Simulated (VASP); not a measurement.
Set up this calculation in VASP 6.6.1, as the native input.

```yaml
Task: single point
Functional: PBE
Potentials_or_basis: VASP PAW PBE potentials, release 64 (Be, H)
Cutoff: 520 eV
k_mesh: 4 × 4 × 3
Occupations: gaussian, width 0.05 eV
Spin: no spin polarisation
Dipole_correction: no
Further_INCAR_settings: LREAL = Auto; ALGO = Normal; EDIFF = 1e-06; NBANDS = 30
```

The structure of Be16H (a cell with a defect) lies in POSCAR:

```
Be16H
1.0
   -2.2900000000     -3.9663960000      0.0000000000
    3.4350000000     -1.9831980000      0.0000000000
    0.0000000000      0.0000000000      7.1768600000
Be H
16 1
Direct
    0.7500735999      0.4939905513     -0.0011935582
    0.5198727103      0.3408671053      0.2502541501
    0.7500731633      0.4939914247      0.5017017191
    0.4995030725      0.3331432419      0.7502542895
    0.5033806773     -0.0044297668     -0.0051795632
    0.2499392078      0.8237519027      0.2502545682
    0.5033787785     -0.0044289948      0.5056878635
    0.2501194311      0.8351174664      0.7502538715
    0.2499959181      0.5084188217     -0.0059481445
   -0.0198274741      0.3406652356      0.2502542895
    0.2499956784      0.5084177885      0.5064557481
    0.0007733636      0.3331979629      0.7502534535
   -0.0032589089     -0.0044634356     -0.0050442673
    0.7501795847      0.8273136096      0.2502545682
   -0.0032584294     -0.0044613693      0.5055525676
    0.7501208743      0.8261679191      0.7502541501
    0.2499682149      0.1807878347      0.2502530355
```

These files were run (other wordings do the same):

INCAR

```
PREC = Accurate
ENCUT = 520
EDIFF = 1E-6
ISMEAR = 0
SIGMA = 0.05
LREAL = Auto
LASPH = True
NELM = 100
ALGO = Normal
ISIF = 2
LWAVE = False
LCHARG = False
GGA = PE
NBANDS = 30
```

KPOINTS

```
Automatic mesh
0
Gamma
  4 4 3
```

Potentials or basis: VASP PAW PBE potentials, release 64 (Be, H).

The run is started by

```console
$ cat potpaw_PBE.64/Be/POTCAR potpaw_PBE.64/H/POTCAR > POTCAR
$ mpirun -np 1 vasp_std > vasp.out
```

It gave:

- Pressure: 1.8 GPa
- Largest force: 0.021 eV/Å
- Band gap on the k mesh: zero (an odd number of electrons rules out a gap without spin polarisation)

Caveat: the k points lie up to 0.40 Å⁻¹ apart, too coarse for converged energies and pressures of a metal.

Wall time 3.7 min on 1 thread of Intel Xeon 8259CL (shared host), peak memory 0.25 GiB.
